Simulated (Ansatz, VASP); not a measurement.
# Two plane-wave programs on SiC

INCAR

```
PREC = Accurate
ENCUT = 520
EDIFF = 1E-7
ISMEAR = 0
SIGMA = 0.05
LREAL = F
LASPH = T
NELM = 80
ALGO = Normal
ISIF = 2
LWAVE = F
LCHARG = F
GGA = PE
NBANDS = 36
```

The input KPOINTS:

```
Automatic mesh
0
Gamma
  10 10 2
```

Contents of POSCAR:

```
SiC
1.0
    2.1898640950     -2.1898640950      0.0000000000
    2.1898640950      0.0000000000     -2.1898640950
    9.4895570692      8.3944060353      8.3944060353
Si C
6 6
Direct
    0.9340201400     -0.0659798600      0.3958000000
    0.2951368067      0.2951368067      0.2291333333
    0.5729034733      0.5729034733      0.5624666667
    0.8506701400      0.8506701400      0.8958000000
    0.2117868067      0.2117868067      0.7291333333
    0.6562534733      0.6562534733      0.0624666667
    0.5937409733      0.5937409733      0.4374666667
   -0.0451423600     -0.0451423600      0.2708000000
    0.2326243067      0.2326243067      0.6041333333
    0.5103909733      0.5103909733      0.9374666667
   -0.1284923600     -0.1284923600      0.7708000000
    0.3159743067      0.3159743067      0.1041333333
```

Input for Ansatz:

```yaml
crystal:
  lattice:
    - [2.189864095, -2.189864095, 0.0]
    - [2.189864095, 0.0, -2.189864095]
    - [9.4895570692, 8.3944060353, 8.3944060353]
  atoms:
    - { symbol: Si, position: [0.93402014, -0.06597986, 0.3958] }
    - { symbol: Si, position: [0.2951368067, 0.2951368067, 0.2291333333] }
    - { symbol: Si, position: [0.5729034733, 0.5729034733, 0.5624666667] }
    - { symbol: Si, position: [0.85067014, 0.85067014, 0.8958] }
    - { symbol: Si, position: [0.2117868067, 0.2117868067, 0.7291333333] }
    - { symbol: Si, position: [0.6562534733, 0.6562534733, 0.0624666667] }
    - { symbol: C, position: [0.5937409733, 0.5937409733, 0.4374666667] }
    - { symbol: C, position: [-0.04514236, -0.04514236, 0.2708] }
    - { symbol: C, position: [0.2326243067, 0.2326243067, 0.6041333333] }
    - { symbol: C, position: [0.5103909733, 0.5103909733, 0.9374666667] }
    - { symbol: C, position: [-0.12849236, -0.12849236, 0.7708] }
    - { symbol: C, position: [0.3159743067, 0.3159743067, 0.1041333333] }
basis:
  ecutwfc: 420
kpoints:
  mp_grid: { grid: [10, 10, 2] }
hamiltonian:
  xc: pbe
scf:
  occupations: { method: gaussian, width: 0.05 }
output:
  forces: true
  stress: true
  eigenvalues: true
```

Alike in both runs: task single point; functional PBE; k mesh 10 × 10 × 2; occupations gaussian, width 0.05 eV; no spin polarisation.

|  | VASP | Ansatz |
| --- | --- | --- |
| version | VASP 6.6.1 | Ansatz 0.2.0 |
| potentials or method | VASP PAW PBE potentials, release 64 (Si, C), cutoff 520 eV | scalar-relativistic, plane waves, PAW |
| valence electrons in the cell | 48 | 48 |

VASP gave:

```
gap on the k mesh at the Fermi level (eV)                     : 0.69
least direct gap on the mesh (eV)                             : 1.40
pressure (GPa)                                                : -0.3
traceless stress, the component that is largest in VASP (GPa) : -8.68
rms of the force components (eV/Å)                            : 0.506
```

Task: What did Ansatz give for the same quantities?

Result: gap on the k mesh at the Fermi level (eV): 0.69; least direct gap on the mesh (eV): 1.40; pressure (GPa): -0.3; traceless stress, the component that is largest in VASP (GPa): -8.67; rms of the force components (eV/Å): 0.506.

Atom by atom the forces differ by 0.002 eV/Å (rms over components).
